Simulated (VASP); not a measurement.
A run of VASP 6.6.1 is set up as follows.

Contents of INCAR:

```
PREC = Accurate
ENCUT = 600
EDIFF = 1E-7
ISMEAR = 0
SIGMA = 0.1
LREAL = F
LASPH = T
NELM = 100
ALGO = Fast
ISIF = 3
LWAVE = F
LCHARG = F
GGA = PS
IBRION = 2
NSW = 100
EDIFFG = -0.005
```

The input KPOINTS:

```
regular mesh
0
Gamma
  12 12 12
```

File POSCAR:

```
Bi
1.0
    2.2675000000      1.3091417354      3.9380000000
   -2.2675000000      1.3091417354      3.9380000000
    0.0000000000     -2.6182834708      3.9380000000
Bi
2
Direct
    0.2340000000      0.2340000000      0.2340000000
    0.7660000000      0.7660000000      0.7660000000
```

Potentials or basis: VASP PAW PBE potentials, release 64 (Bi_d).

Run with:

```bash
$ cat potpaw_PBE.64/Bi_d/POTCAR > POTCAR
$ mpirun -np 1 vasp_std > vasp.out
```

Problem. Predict the space group after relaxing (to 0.1 Å).

Solution. R-3m (No. 166).

Problem. Estimate the relaxed cell.

Solution. a = 4.680 Å, b = 4.680 Å, c = 4.680 Å, α = 57.82°, β = 57.82°, γ = 57.82°.

Problem. Predict the band gap on the k mesh.

Solution. Zero (bands 15 and 16 overlap by 0.20 eV).

Final structure:
```
Bi
1.0
     2.26254    1.30628    3.88273
    -2.26254    1.30628    3.88273
     0.00000   -2.61255    3.88273
Bi
2
Direct
  0.23673 0.23673 0.23673
  0.76327 0.76327 0.76327
```

Caveat: spin-orbit coupling is left out, which moves the levels of the heavy elements.
